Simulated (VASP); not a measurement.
# SiC in VASP: a series of runs

The runs below take SiC through relaxation of the atoms, single point, with PBE+D3(BJ).

Everything below comes from runs of VASP 6.6.1. Logs are shortened: lines on timing, memory, paths and dates and some standing lists are left out, and cuts for length are marked.

## 1. The cell of the first run

The cell holds a slab with vacuum, 24 atoms: a = 6.150 Å, b = 6.150 Å, c = 21.649 Å, α = 90.00°, β = 90.00°, γ = 120.00°.

## 2. Relaxation of the atoms, PBE+D3(BJ)

INCAR reads:

```
SYSTEM = SiC
PREC = Accurate ; ENCUT = 520
EDIFF = 1E-6 ; ISMEAR = 0
SIGMA = 0.05 ; LREAL = Auto
LASPH = .TRUE. ; NELM = 60
ALGO = Normal ; ISIF = 2
LWAVE = .FALSE. ; LCHARG = .FALSE.
LDIPOL = .TRUE. ; IDIPOL = 3
DIPOL = 0.5 0.5 0.500 ; GGA = PE
IVDW = 12 ; IBRION = 2
NSW = 90 ; EDIFFG = -0.03
```

KPOINTS reads:

```
Automatic mesh
0
G
  3 3 1
  0 0 0
```

POSCAR reads:

```
SiC
1.0
    6.1499993378      0.0000000000      0.0000000000
   -3.0749996689      5.3260556598      0.0000000000
    0.0000000000      0.0000000000     21.6491351110
C Si
12 12
Selective dynamics
Direct
    0.5000000000      0.0000000000      0.3695297738  F F F
    0.5000000000      0.5000000000      0.3695297738  F F F
    0.0000000000      0.0000000000      0.3695297738  F F F
    0.0000000000      0.5000000000      0.3695297738  F F F
    0.6666666667      0.8333333333      0.4855033082  F F F
    0.6666666667      0.3333333333      0.4855033082  F F F
    0.1666666667      0.8333333333      0.4855033082  F F F
    0.1666666667      0.3333333333      0.4855033082  F F F
    0.8333333333      0.6666666667      0.6014768426  T T T
    0.8333333333      0.1666666667      0.6014768426  T T T
    0.3333333333      0.6666666667      0.6014768426  T T T
    0.3333333333      0.1666666667      0.6014768426  T T T
    0.1666666667      0.8333333333      0.3985231574  F F F
    0.1666666667      0.3333333333      0.3985231574  F F F
    0.6666666667      0.8333333333      0.3985231574  F F F
    0.6666666667      0.3333333333      0.3985231574  F F F
    0.3333333333      0.6666666667      0.5144966918  T T T
    0.3333333333      0.1666666667      0.5144966918  T T T
    0.8333333333      0.6666666667      0.5144966918  T T T
    0.8333333333      0.1666666667      0.5144966918  T T T
    0.5000000000      0.5000000000      0.6304702262  T T T
    0.5000000000      0.0000000000      0.6304702262  T T T
    0.0000000000      0.5000000000      0.6304702262  T T T
    0.0000000000      0.0000000000      0.6304702262  T T T
```

Potentials or basis: VASP PAW PBE potentials, release 64 (C, Si).

Command:

```bash
> cat potpaw_PBE.64/C/POTCAR potpaw_PBE.64/Si/POTCAR > POTCAR
> mpirun -np 1 vasp_std > vasp.out
```

OUTCAR:

```text
SYSTEM = SiC
   PREC = Accurate
   ENCUT = 520
   EDIFF = 1E-6
   ISMEAR = 0
   LREAL = Auto
   LASPH = .TRUE.
   NELM = 60
   ISIF = 2
   GGA = PE
   IVDW = 12
   IBRION = 2
   NSW = 90
   EDIFFG = -0.03
 IVDW          = 12

 ion  position               nearest neighbor table
   1  0.500  0.000  0.370-  13 1.88  16 1.88  15 1.88
   2  0.500  0.500  0.370-  14 1.88  15 1.88  16 1.88
   3  0.000  0.000  0.370-  15 1.88  14 1.88  13 1.88
   4  0.000  0.500  0.370-  16 1.88  13 1.88  14 1.88
   5  0.667  0.833  0.486-  19 1.88  15 1.88  17 1.88  20 1.88
   6  0.667  0.333  0.486-  20 1.88  16 1.88  18 1.88  19 1.88
   7  0.167  0.833  0.486-  17 1.88  13 1.88  19 1.88  18 1.88
   8  0.167  0.333  0.486-  18 1.88  14 1.88  20 1.88  17 1.88
   9  0.833  0.667  0.601-  19 1.88  21 1.88  24 1.88  23 1.88
  10  0.833  0.167  0.601-  20 1.88  22 1.88  23 1.88  24 1.88
  11  0.333  0.667  0.601-  17 1.88  23 1.88  22 1.88  21 1.88
  12  0.333  0.167  0.601-  18 1.88  24 1.88  21 1.88  22 1.88
  13  0.167  0.833  0.399-   7 1.88   1 1.88   4 1.88   3 1.88  17 3.07  19 3.07  18 3.07  15 3.07
                            15 3.07  14 3.07  14 3.07  16 3.07  16 3.07
  14  0.167  0.333  0.399-   8 1.88   2 1.88   3 1.88   4 1.88  18 3.07  20 3.07  17 3.07  16 3.07
                            16 3.07  15 3.07  13 3.07  13 3.07  15 3.07
  15  0.667  0.833  0.399-   5 1.88   3 1.88   2 1.88   1 1.88  19 3.07  17 3.07  20 3.07  13 3.07
[... 26 lines left out ...]
 A1 = (   6.1499993378,   0.0000000000,   0.0000000000)
 A2 = (  -3.0749996689,   5.3260556598,   0.0000000000)
 A3 = (   0.0000000000,   0.0000000000,  21.6491351110)

Analysis of symmetry for initial positions (statically):
=====================================================================
 Subroutine PRICEL returns following result:

  LATTYP: Found a hexagonal cell.
 ALAT       =     3.0749996689
 C/A-ratio  =     7.0403698999
[... 12 lines left out ...]
 Subroutine GETGRP returns: Found  6 space group operations
 (whereof  6 operations were pure point group operations)
 out of a pool of 24 trial point group operations.

The static configuration has the point symmetry C_3v.

Analysis of symmetry for dynamics (positions and initial velocities):
=====================================================================
 Subroutine PRICEL returns following result:

  LATTYP: Found a hexagonal cell.
 ALAT       =     3.0749996689
 C/A-ratio  =     7.0403698999
[... 12 lines left out ...]
 Subroutine GETGRP returns: Found  6 space group operations
 (whereof  6 operations were pure point group operations)
 out of a pool of 24 trial point group operations.

The dynamic configuration has the point symmetry C_3v.

Analysis of constrained symmetry for selective dynamics:
=====================================================================
 Subroutine PRICEL returns following result:

  LATTYP: Found a hexagonal cell.
 ALAT       =     3.0749996689
 C/A-ratio  =     7.0403698999
[... 12 lines left out ...]
 Subroutine GETGRP returns: Found  6 space group operations
 (whereof  6 operations were pure point group operations)
 out of a pool of 24 trial point group operations.

The constrained configuration has the point symmetry C_3v.

 Subroutine INISYM returns: Found  6 space group operations
 (whereof  6 operations are pure point group operations),
 and found     4 'primitive' translations

----------------------------------------------------------------------------------------

                                     Primitive cell

  volume of cell :     177.2806

  direct lattice vectors                    reciprocal lattice vectors
     3.074999669  0.000000000  0.000000000     0.325203287  0.187756205  0.000000000
    -1.537499834  2.663027830  0.000000000     0.000000000  0.375512411  0.000000000
     0.000000000  0.000000000 21.649135111     0.000000000  0.000000000  0.046191222

  length of vectors
     3.074999669  3.074999669 21.649135111     0.375512411  0.375512411  0.046191222

  position of ions in fractional coordinates (direct lattice)
     1.000000000  0.000000000  0.369529774
     0.333333333  0.666666667  0.485503308
     0.666666667  0.333333333  0.601476843
     0.333333333  0.666666667  0.398523157
     0.666666667  0.333333333  0.514496692
     1.000000000  0.000000000  0.630470226

  ion indices of the primitive-cell ions
   primitive index   ion index
                 1           1
                 2           5
                 3          12
                 4          15
                 5          18
                 6          22

----------------------------------------------------------------------------------------

 KPOINTS: Automatic mesh

Automatic generation of k-mesh.
 Grid dimensions read from file:
 generate k-points for:    3    3    1

 Generating k-lattice:

  Cartesian coordinates                     Fractional coordinates (reciprocal lattice)
     0.054200548  0.031292701  0.000000000     0.333333333  0.000000000  0.000000000
     0.000000000  0.062585402  0.000000000     0.000000000  0.333333333  0.000000000
     0.000000000  0.000000000  0.046191222     0.000000000  0.000000000  1.000000000

  Length of vectors
     0.062585402  0.062585402  0.046191222

  Shift w.r.t. Gamma in fractional coordinates (k-lattice)
     0.000000000  0.000000000  0.000000000

 Subroutine IBZKPT returns following result:
 ===========================================

 Found      3 irreducible k-points:

 Following reciprocal coordinates:
            Coordinates               Weight
  0.000000  0.000000  0.000000      1.000000
  0.333333 -0.000000  0.000000      6.000000
  0.333333  0.333333  0.000000      2.000000
   k-points           NKPTS =      3   k-points in BZ     NKDIM =      3   number of bands    NBANDS=     61
   number of dos      NEDOS =    301   number of ions     NIONS =     24
   total plane-waves  NPLWV = 373248
   dimension x,y,z NGX =    48 NGY =   48 NGZ =  162
   dimension x,y,z NGXF=    96 NGYF=   96 NGZF=  324
   ions per type =              12  12
   NGX,Y,Z   is equivalent  to a cutoff of  12.98, 12.98, 12.44 a.u.
   NGXF,Y,Z  is equivalent  to a cutoff of  25.95, 25.95, 24.88 a.u.
 SYSTEM =  SiC
   PREC   = accura    normal or accurate (medium, high low for compatibility)
   ISTART =      0    job   : 0-new  1-cont  2-samecut
   ICHARG =      2    charge: 1-file 2-atom 10-const
   ISPIN  =      1    spin polarized calculation?
   LNONCOLLINEAR =      F non collinear calculations
   LSORBIT =      F    spin-orbit coupling
   LASPH  =      T    aspherical Exc in radial PAW
   ENCUT  =  520.0 eV  38.22 Ry    6.18 a.u.  11.43 11.43 40.25*2*pi/ulx,y,z
   NELM   =     60;   NELMIN=  2; NELMDL= -5     # of ELM steps
   EDIFF  = 0.1E-05   stopping-criterion for ELM
   LREAL  =      T    real-space projection
   EDIFFG = -.3E-01   stopping-criterion for IOM
   NSW    =     90    number of steps for IOM
   IBRION =      2    ionic relax: 0-MD 1-quasi-New 2-CG
   NFREE  =      1    steps in history (QN), initial steepest desc. (CG)
   ISIF   =      2    stress and relaxation
   ISYM   =      2    0-nonsym 1-usesym 2-fastsym
   POTIM  = 0.5000    time-step for ionic-motion
   TEBEG  =    0.0;   TEEND  =   0.0 temperature during run
   PSTRESS=    0.0 pullay stress
   NELECT =      96.0000    total number of electrons
   NUPDOWN=      -1.0000    fix difference up-down
   EMIN   =  10.00;   EMAX   =-10.00  energy-range for DOS
   EFERMI =   0.00;   METHOD = LEGACY
   ISMEAR =     0;   SIGMA  =   0.05  broadening in eV -4-tet -1-fermi 0-gaus
   EFERMI_NEDOS =   21; number of points for ismear=-14 and -15
   IALGO  =     38    algorithm
   IMIX   =      4    mixing-type and parameters
     AMIX     =   0.40;   BMIX     =  1.00
     AMIX_MAG =   1.60;   BMIX_MAG =  1.00
  volume/ion in A,a.u.               =      29.55       199.39
  Fermi-wavevector in a.u.,A,eV,Ry     =   0.840604  1.588511  9.614083  0.706615
  Thomas-Fermi vector in A             =   1.955013
   LORBIT       =      0    0 simple, 1 ext, 2 COOP (PROOUT), +10 PAW based schemes
   GGA     = PE    functional components
   LHFCALC =     F    Hartree Fock is set to
   AEXX    =    0.0000 exact exchange contribution
   IVDW    =    12    specifies the selected vdW correction
   LEPSILON=     F    determine dielectric tensor
   LRPA    =     F    only Hartree local field effects (RPA)
 conjugate gradient relaxation of ions
 non-spin polarized calculation
 Gauss-broadening in eV      SIGMA  =   0.05
  energy-cutoff  :      520.00
  volume of cell :      709.12
 maximum number of plane-waves:     19197
 NGX is ok and might be reduce to    48
   NGX = 23   NGY = 23   NGZ = 81

 dipolmoment           0.000000      0.000000      0.271233 electrons x Angstroem

--------------------------------------- Ionic step        1  -------------------------------------------

 number of electron      95.9999998 magnetization

 Free energy of the ion-electron system (eV)
  ---------------------------------------------------
  ext. energy  EPLUGINS =         0.00000000
  ---------------------------------------------------
  free energy    TOTEN  =      -164.51136390 eV

  energy without entropy =     -164.49792764  energy(sigma->0) =     -164.50464577

------------------------ aborting loop because EDIFF is reached ----------------------------------------

 Edisp (eV)   -5.50927

 E8    (eV) :    -2.1481
[... 171 lines left out ...]
  FREE ENERGIE OF THE ION-ELECTRON SYSTEM (eV)
  ---------------------------------------------------
  free  energy   TOTEN  =      -170.2617516317 eV

  energy  without entropy=     -170.2495708428  energy(sigma->0) =     -170.25566124

[... ionic steps 4 to 7 ...]

--------------------------------------- Ionic step        8  -------------------------------------------

 number of electron      95.9999996 magnetization

------------------------ aborting loop because EDIFF is reached ----------------------------------------
[... 119 lines left out ...]
--------------------------------------- Ionic step       10  -------------------------------------------

 number of electron      95.9999996 magnetization

 dipolmoment           0.000000      0.000000     -0.478620 electrons x Angstroem

 Free energy of the ion-electron system (eV)
  ---------------------------------------------------
  ext. energy  EPLUGINS =         0.00000000
  ---------------------------------------------------
  free energy    TOTEN  =      -164.74532008 eV

  energy without entropy =     -164.73194366  energy(sigma->0) =     -164.73863187

 E-fermi :  -0.3578     XC(G=0):  -4.7712

 val. band max:       -0.3859257585   @ k =   0.0000   0.0000   0.0000
 cond. band min:      -0.2800900841   @ k =   0.0000   0.0000   0.0000
 fundamental gap:      0.1058356744
 Fermi energy:        -0.3577761789

 k-point     1 :       0.0000    0.0000    0.0000
  band No.  band energies     occupation
      1     -16.7256      2.00000
      2     -15.3158      2.00000
      3     -13.5193      2.00000
      4     -13.5193      2.00000
      5     -13.5193      2.00000
      6     -13.1021      2.00000
[... 178 lines left out ...]
     59       4.2314      0.00000
     60       4.2314      0.00000
 [bands above 60 left out]

------------------------ aborting loop because EDIFF is reached ----------------------------------------

 vacuum level on the upper side and lower side of the slab       (xc-potential included)        -1.301         1.275

 Edisp (eV)   -5.53951

 E8    (eV) :    -2.1613

  FORCE on cell =-STRESS in cart. coord.  units (eV):
  Direction    XX          YY          ZZ          XY          YZ          ZX
  --------------------------------------------------------------------------------------
  -------------------------------------------------------------------------------------
  Total       1.92324     1.92324     2.54261     0.00000     0.00000    -0.00000
  in kB       4.34533     4.34533     5.74473     0.00000     0.00000    -0.00000
  external pressure =        4.81 kB  Pullay stress =        0.00 kB
[... 39 lines left out ...]
  FREE ENERGIE OF THE ION-ELECTRON SYSTEM (eV)
  ---------------------------------------------------
  free  energy   TOTEN  =      -170.2848341338 eV

  energy  without entropy=     -170.2714577129  energy(sigma->0) =     -170.27814592

 reached required accuracy - stopping structural energy minimisation

 vacuum level on the upper side and lower side of the slab         3.712         6.351
```

Wall time 32 min (1 thread of Intel Xeon Platinum 8488C (Sapphire Rapids), shared host); peak memory 0.86 GiB.

Results:

* Free energy: -170.2848 eV
* Energy gained by relaxing: 11.0 meV/atom
* Ionic steps: 10
* Band gap on the k mesh: zero (filled and empty bands touch)
* Dispersion energy per atom: -0.231 eV

The path:
```csv
step,energy change (eV),largest force on free atoms (eV/Å),pressure (GPa)
1,0.0000,1.2501,0.03
2,-0.2395,0.2883,0.17
3,-0.2411,0.2735,0.15
4,-0.2554,0.1181,0.23
5,-0.2569,0.0702,0.26
6,-0.2592,0.0672,0.29
7,-0.2631,0.0520,0.41
8,-0.2634,0.0546,0.46
9,-0.2640,0.0486,0.50
10,-0.2642,0.0134,0.48
```

Final structure:
```yaml
crystal:
  lattice:
    - [6.15000, 0.00000, 0.00000]
    - [-3.07500, 5.32606, 0.00000]
    - [0.00000, 0.00000, 21.64914]
  atoms:
    - { symbol: C, position: [0.50000, 0.00000, 0.36953] }
    - { symbol: C, position: [0.50000, 0.50000, 0.36953] }
    - { symbol: C, position: [0.00000, 0.00000, 0.36953] }
    - { symbol: C, position: [0.00000, 0.50000, 0.36953] }
    - { symbol: C, position: [0.66667, 0.83333, 0.48550] }
    - { symbol: C, position: [0.66667, 0.33333, 0.48550] }
    - { symbol: C, position: [0.16667, 0.83333, 0.48550] }
    - { symbol: C, position: [0.16667, 0.33333, 0.48550] }
    - { symbol: C, position: [0.83333, 0.66667, 0.60333] }
    - { symbol: C, position: [0.83333, 0.16667, 0.60333] }
    - { symbol: C, position: [0.33333, 0.66667, 0.60333] }
    - { symbol: C, position: [0.33333, 0.16667, 0.60333] }
    - { symbol: Si, position: [0.16667, 0.83333, 0.39852] }
    - { symbol: Si, position: [0.16667, 0.33333, 0.39852] }
    - { symbol: Si, position: [0.66667, 0.83333, 0.39852] }
    - { symbol: Si, position: [0.66667, 0.33333, 0.39852] }
    - { symbol: Si, position: [0.33333, 0.66667, 0.51240] }
    - { symbol: Si, position: [0.33333, 0.16667, 0.51240] }
    - { symbol: Si, position: [0.83333, 0.66667, 0.51240] }
    - { symbol: Si, position: [0.83333, 0.16667, 0.51240] }
    - { symbol: Si, position: [0.50000, 0.50000, 0.62700] }
    - { symbol: Si, position: [0.50000, 0.00000, 0.62700] }
    - { symbol: Si, position: [0.00000, 0.50000, 0.62700] }
    - { symbol: Si, position: [0.00000, 0.00000, 0.62700] }
```

Caveat: the k points lie up to 0.39 Å⁻¹ apart.

(Part 1 of 2 ends here.)

The gap in the log of VASP goes by the Fermi energy; the results here count the filled bands.